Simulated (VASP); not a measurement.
Wanted: the native input for a VASP 6.6.1 run.

- Task: single point
- Functional: r2SCAN
- Potentials or basis: VASP PAW PBE potentials, release 64 (Cd, S)
- Cutoff: 520 eV
- k mesh: 6 × 6 × 6
- Occupations: methfessel-paxton, width 0.05 eV
- Spin: no spin polarisation
- Dipole correction: no
- Further INCAR settings: ALGO = Normal; EDIFF = 1e-06; NBANDS = 16

Crystal: CdS.

```
Cd S
1.0
     0.00000    2.93921    2.93921
     2.93921    0.00000    2.93921
     2.93921    2.93921    0.00000
Cd S
1 1
Direct
  0.00000 0.00000 0.00000
  0.25000 0.25000 0.25000
```

The input as run:

POSCAR

```
CdS
1.0
    0.0000000000      2.9392148416      2.9392148416
    2.9392148416      0.0000000000      2.9392148416
    2.9392148416      2.9392148416      0.0000000000
Cd S
1 1
Direct
    0.0000000000      0.0000000000      0.0000000000
    0.2500000000      0.2500000000      0.2500000000
```

INCAR.step1

```
SYSTEM = CdS
  PREC = Accurate
  ENCUT = 520
  ISMEAR = 1
  SIGMA = 0.05
  LREAL = .FALSE.
  LASPH = .TRUE.
  NELM = 100
  NBANDS = 16
  GGA = PE
  ALGO = Normal
  EDIFF = 1E-4
  LWAVE = .TRUE.
  LCHARG = .FALSE.
```

INCAR.step2

```
SYSTEM = CdS
  PREC = Accurate
  ENCUT = 520
  EDIFF = 1E-6
  ISMEAR = 1
  SIGMA = 0.05
  LREAL = .FALSE.
  LASPH = .TRUE.
  NELM = 100
  ALGO = Normal
  ISIF = 2
  LWAVE = .FALSE.
  LCHARG = .FALSE.
  METAGGA = R2SCAN
  LMIXTAU = .TRUE.
  NBANDS = 16
  ISTART = 1
```

KPOINTS

```
Automatic mesh
0
G
  6 6 6
  0 0 0
```

Potentials or basis: VASP PAW PBE potentials, release 64 (Cd, S).

The run is started by

```console
$ cat potpaw_PBE.64/Cd/POTCAR potpaw_PBE.64/S/POTCAR > POTCAR
$ cp INCAR.step1 INCAR
$ mpirun -np 1 vasp_std > vasp.out
$ cp INCAR.step2 INCAR
$ mpirun -np 1 vasp_std > vasp.out
```

It gave:

| Quantity | Value |
| --- | --- |
| Pressure | 0.3 GPa |
| Band gap on the k mesh | 1.54 eV, direct |

Caveat: the PAW data sets were made with another functional, which shifts forces and pressure a little.

It took 32 s on 1 thread of Intel(R) Xeon(R) Platinum 8488C (Sapphire Rapids) (shared host), peak memory 0.18 GiB.
